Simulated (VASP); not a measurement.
# Si2W (I4/mmm) in VASP: notebook

Si2W is run at these levels: LDA; tasks: single point.

All numbers are computed with VASP 6.6.1; they aren't measurements. Logs are shortened: lines on timing, memory, paths and dates and some standing lists are left out, and cuts for length are marked.

### 1 The cell of the first run

Symmetry: I4/mmm, No. 139, tetragonal system. Conventional cell: a = 3.139 Å, b = 3.139 Å, c = 8.646 Å, α = 90.00°, β = 90.00°, γ = 90.00°. Within 3.5 Å of Si (site symmetry 4mm) lie 5 W at 2.64 to 2.89 Å and 9 Si at 2.66 to 3.14 Å. Within 3.5 Å of W (site symmetry 4/mmm) lie 10 Si at 2.64 to 2.89 Å and 4 W at 3.14 Å.

### 2 Single point, LDA (14.20 Å³/atom)

Input file INCAR:

```
SYSTEM = Si2W
ALGO = Normal
EDIFF = 1E-6
ENCUT = 520
ISIF = 2
ISMEAR = 0
LASPH = .TRUE.
LCHARG = .FALSE.
LREAL = .FALSE.
LWAVE = .FALSE.
NBANDS = 18
NELM = 100
PREC = Accurate
SIGMA = 0.15
```

Input file KPOINTS:

```
k-points
0
G
  20 20 20
  0 0 0
```

Input file POSCAR:

```
Si2W
1.0
   -1.5694907072      1.5694907072      4.3231621529
    1.5694907072     -1.5694907072      4.3231621529
    1.5694907072      1.5694907072     -4.3231621529
Si W
2 1
Direct
    0.3346644983      0.3346644983      0.0000000000
    0.6653355017      0.6653355017      0.0000000000
    0.0000000000      0.0000000000      0.0000000000
```

Potentials or basis: VASP PAW LDA potentials, release 64 (Si, W_sv).

Run with:

```
$ cat potpaw_LDA.64/Si/POTCAR potpaw_LDA.64/W_sv/POTCAR > POTCAR
$ mpirun -np 1 vasp_std > vasp.out
```

OUTCAR:

```text
SYSTEM = Si2W
   EDIFF = 1E-6
   ENCUT = 520
   ISIF = 2
   ISMEAR = 0
   LASPH = .TRUE.
   LREAL = .FALSE.
   NELM = 100
   PREC = Accurate

 ion  position               nearest neighbor table
   1  0.335  0.335  0.000-   3 2.64   3 2.64   3 2.64   3 2.64   2 2.66   2 2.66   2 2.66   2 2.66
                             2 2.86   3 2.89
   2  0.665  0.665  0.000-   3 2.64   3 2.64   3 2.64   3 2.64   1 2.66   1 2.66   1 2.66   1 2.66
                             1 2.86   3 2.89
   3  0.000  0.000  0.000-   1 2.64   2 2.64   2 2.64   2 2.64   2 2.64   1 2.64   1 2.64   1 2.64
                             1 2.89   2 2.89

  LATTYP: Found a body centered tetragonal cell.
 ALAT       =     3.1389814144
 C/A-ratio  =     2.7544999999

  Lattice vectors:

 A1 = (  -1.5694907072,   1.5694907072,   4.3231621529)
 A2 = (   1.5694907072,  -1.5694907072,   4.3231621529)
 A3 = (   1.5694907072,   1.5694907072,  -4.3231621529)

Analysis of symmetry for initial positions (statically):
=====================================================================
 Subroutine PRICEL returns:
 Original cell was already a primitive cell.

 Routine SETGRP: Setting up the symmetry group for a
 body centered tetragonal supercell.

 Subroutine GETGRP returns: Found 16 space group operations
 (whereof 16 operations were pure point group operations)
 out of a pool of 16 trial point group operations.

The static configuration has the point symmetry D_4h.

Analysis of symmetry for dynamics (positions and initial velocities):
=====================================================================
 Subroutine PRICEL returns:
 Original cell was already a primitive cell.

 Routine SETGRP: Setting up the symmetry group for a
 body centered tetragonal supercell.

 Subroutine GETGRP returns: Found 16 space group operations
 (whereof 16 operations were pure point group operations)
 out of a pool of 16 trial point group operations.

The dynamic configuration has the point symmetry D_4h.

 Subroutine INISYM returns: Found 16 space group operations
 (whereof 16 operations are pure point group operations),
 and found     1 'primitive' translations

----------------------------------------------------------------------------------------

                                     Primitive cell

  volume of cell :      42.5970

  direct lattice vectors                    reciprocal lattice vectors
    -1.569490707  1.569490707  4.323162153     0.000000000  0.318574680  0.115656083
     1.569490707 -1.569490707  4.323162153     0.318574680  0.000000000  0.115656083
     1.569490707  1.569490707 -4.323162153     0.318574680  0.318574680  0.000000000

  length of vectors
[... 80 lines left out ...]
   LSORBIT =      F    spin-orbit coupling
   LASPH  =      T    aspherical Exc in radial PAW
   ENCUT  =  520.0 eV  38.22 Ry    6.18 a.u.   9.04  9.04  9.04*2*pi/ulx,y,z
   NELM   =    100;   NELMIN=  2; NELMDL= -5     # of ELM steps
   EDIFF  = 0.1E-05   stopping-criterion for ELM
   LREAL  =      F    real-space projection
[... 7 lines left out ...]
   TEBEG  =    0.0;   TEEND  =   0.0 temperature during run
   PSTRESS=    0.0 pullay stress
   NELECT =      22.0000    total number of electrons
   NUPDOWN=      -1.0000    fix difference up-down
   EMIN   =  10.00;   EMAX   =-10.00  energy-range for DOS
   EFERMI =   0.00;   METHOD = LEGACY
   ISMEAR =     0;   SIGMA  =   0.15  broadening in eV -4-tet -1-fermi 0-gaus
   EFERMI_NEDOS =   21; number of points for ismear=-14 and -15
   IALGO  =     38    algorithm
   IMIX   =      4    mixing-type and parameters
     AMIX     =   0.40;   BMIX     =  1.00
     AMIX_MAG =   1.60;   BMIX_MAG =  1.00
  volume/ion in A,a.u.               =      14.20        95.82
  Fermi-wavevector in a.u.,A,eV,Ry     =   1.313478  2.482113 23.473095  1.725224
  Thomas-Fermi vector in A             =   2.443798
   LORBIT       =      0    0 simple, 1 ext, 2 COOP (PROOUT), +10 PAW based schemes
   GGA     = CA    functional components
   LHFCALC =     F    Hartree Fock is set to
   AEXX    =    0.0000 exact exchange contribution
   IVDW    =     0    specifies the selected vdW correction
   LEPSILON=     F    determine dielectric tensor
   LRPA    =     F    only Hartree local field effects (RPA)
 non-spin polarized calculation
 Gauss-broadening in eV      SIGMA  =   0.15
  energy-cutoff  :      520.00
  volume of cell :       42.60
 maximum number of plane-waves:      1168
   NGX = 19   NGY = 19   NGZ = 19

 number of electron      21.9999999 magnetization

 Free energy of the ion-electron system (eV)
  ---------------------------------------------------
  ext. energy  EPLUGINS =         0.00000000
  ---------------------------------------------------
  free energy    TOTEN  =       -26.77889039 eV

  energy without entropy =      -26.76772485  energy(sigma->0) =      -26.77330762

 E-fermi :  11.2120     XC(G=0): -12.4086

 val. band max:       11.2067443718   @ k =  -0.3500   0.5000   0.3000
 cond. band min:      11.2120294005   @ k =  -0.2000   0.3500   0.2000
 fundamental gap:      0.0052850287
 Fermi energy:        11.2120053336

 k-point     1 :       0.0000    0.0000    0.0000
  band No.  band energies     occupation
      1     -62.3230      2.00000
      2     -26.8983      2.00000
      3     -26.7032      2.00000
      4     -26.7032      2.00000
      5      -2.4371      2.00000
      6       4.3726      2.00000
[... 481 lines left out ...]
      5      -0.2941      2.00000
      6       3.5319      2.00000
[... 10 lines left out ...]
     17      18.0907      0.00000
     18      19.6508      0.00000

 [... further k-points ...]

------------------------ aborting loop because EDIFF is reached ----------------------------------------

  FORCE on cell =-STRESS in cart. coord.  units (eV):
  Direction    XX          YY          ZZ          XY          YZ          ZX
  --------------------------------------------------------------------------------------
  -------------------------------------------------------------------------------------
  Total       -0.6322142     -0.6322142     -9.8378301      0.0000000      0.0000000     -0.0000000
  in kB      -23.7791218    -23.7791218   -370.0248471      0.0000000      0.0000000     -0.0000000
  external PRESSURE =    -139.1943636 kB  Pullay stress =       0.0000000 kB

 VOLUME and BASIS-vectors are now :
 -----------------------------------------------------------------------------
  energy-cutoff  :      520.00
  volume of cell :       42.60
      direct lattice vectors                 reciprocal lattice vectors
    -1.569490707  1.569490707  4.323162153     0.000000000  0.318574680  0.115656083
     1.569490707 -1.569490707  4.323162153     0.318574680  0.000000000  0.115656083
     1.569490707  1.569490707 -4.323162153     0.318574680  0.318574680  0.000000000

 POSITION                                       TOTAL-FORCE (eV/Angst)
 -----------------------------------------------------------------------------------
      0.00000      0.00000      2.89362         0.000000      0.000000      0.434947
      0.00000      0.00000      5.75271        -0.000000     -0.000000     -0.434947
      0.00000      0.00000      0.00000        -0.000000     -0.000000      0.000000
 -----------------------------------------------------------------------------------
    total drift:                                0.000000     -0.000000      0.000000

  FREE ENERGIE OF THE ION-ELECTRON SYSTEM (eV)
  ---------------------------------------------------
  free  energy   TOTEN  =       -26.7788903937 eV

  energy  without entropy=      -26.7677248452  energy(sigma->0) =      -26.77330762
```

OSZICAR:

```text
N       E                     dE             d eps       ncg     rms          rms(c)
DAV:   1     0.127833571151E+03    0.12783E+03   -0.10793E+04 23076   0.122E+03
DAV:   2    -0.231656232662E+02   -0.15100E+03   -0.14749E+03 26758   0.318E+02
DAV:   3    -0.276779298832E+02   -0.45123E+01   -0.44280E+01 28982   0.492E+01
DAV:   4    -0.277209923237E+02   -0.43062E-01   -0.42975E-01 26906   0.506E+00
DAV:   5    -0.277214974009E+02   -0.50508E-03   -0.50504E-03 27392   0.587E-01    0.227E+01
DAV:   6    -0.269576640914E+02    0.76383E+00   -0.43613E+00 25054   0.135E+01    0.717E+00
DAV:   7    -0.268261918580E+02    0.13147E+00   -0.87398E-01 24766   0.460E+00    0.483E+00
DAV:   8    -0.267806864728E+02    0.45505E-01   -0.14339E-01 25062   0.256E+00    0.475E-01
DAV:   9    -0.267791291135E+02    0.15574E-02   -0.35308E-03 27352   0.429E-01    0.183E-01
DAV:  10    -0.267789012061E+02    0.22791E-03   -0.65941E-04 27522   0.207E-01    0.645E-02
DAV:  11    -0.267788901209E+02    0.11085E-04   -0.10401E-04 25452   0.632E-02    0.254E-02
DAV:  12    -0.267788903937E+02   -0.27278E-06   -0.71524E-06 25386   0.190E-02
   1 F= -.26778890E+02 E0= -.26773308E+02  d E =-.111655E-01
```

Run time: 3.6 min. Hardware: 1 thread of Intel Xeon 6975P-C (Granite Rapids), shared host; peak memory 0.54 GiB.

Results:

```
Free energy            : -26.7789 eV
Pressure               : -13.9 GPa
Largest force          : 0.435 eV/Å
Band gap on the k mesh : zero (bands 11 and 12 overlap by 2.02 eV)
```

Forces in eV/Å, atoms in the order of the input:
```
Si   0.000  0.000  0.435
Si   0.000  0.000 -0.435
W    0.000  0.000  0.000
```

Caveat: the stress differs along the axes, from -37 to -2 GPa; spin-orbit coupling is left out, which moves the levels of the heavy elements.

### 3 Single point, LDA (14.72 Å³/atom)

This run uses another cell than the first one, of 14.72 Å³/atom.

Input file INCAR:

```
SYSTEM = Si2W
ALGO = Normal
EDIFF = 1E-6
ENCUT = 520
ISIF = 2
ISMEAR = 0
LASPH = .True.
LCHARG = .True.
LELF = .True.
LREAL = .False.
LVHAR = .True.
LWAVE = .False.
NBANDS = 18
NELM = 100
PREC = Accurate
SIGMA = 0.15
```

Input file KPOINTS:

```
k-points
0
Gamma
  20 20 20
  0 0 0
```

Input file POSCAR:

```
Si2W
1.0
   -1.7575964172      1.7575964172      3.5747753529
    1.7575964172     -1.7575964172      3.5747753529
    1.7575964172      1.7575964172     -3.5747753529
Si W
2 1
Direct
    0.3346644983      0.3346644983      0.0000000000
    0.6653355017      0.6653355017      0.0000000000
    0.0000000000      0.0000000000      0.0000000000
```

Potentials or basis: VASP PAW LDA potentials, release 64 (Si, W_sv).

Run with:

```
$ cat potpaw_LDA.64/Si/POTCAR potpaw_LDA.64/W_sv/POTCAR > POTCAR
$ mpirun -np 1 vasp_std > vasp.out
```

Wall time 2.3 min (1 thread of Intel Xeon 6975P-C (Granite Rapids), shared host); peak memory 0.54 GiB.

Results (log left out):

* Free energy: -25.9839 eV
* Pressure: -9.9 GPa
* Largest force: 0.485 eV/Å
* Band gap on the k mesh: zero (bands 11 and 12 overlap by 0.38 eV)

Forces on the atoms (eV/Å):
```
Si   0.000  0.000  0.485
Si   0.000  0.000 -0.485
W    0.000  0.000  0.000
```

Stress tensor (GPa, compression positive):
```
-32.48   0.00   0.00
  0.00 -32.48   0.00
  0.00   0.00  35.13
```

Levels at points of the mesh, in eV from the Fermi level:
```
           k point  band 9  band 10  band 11  band 12  band 13  band 14
(0.00, 0.00, 0.00)   -2.44    -1.63    -0.16     1.84     1.84     2.01
(0.50, 0.00, 0.00)   -3.18    -2.11    -0.60     1.54     1.98     3.75
(0.50, 0.50, 0.00)   -4.82    -1.66    -1.56     1.67     1.88     3.89
(0.50, 0.50, 0.50)   -1.74    -1.74    -0.07    -0.07     0.21     4.04
```

Caveat: the stress differs along the axes, from -32 to 35 GPa; spin-orbit coupling is left out, which moves the levels of the heavy elements.
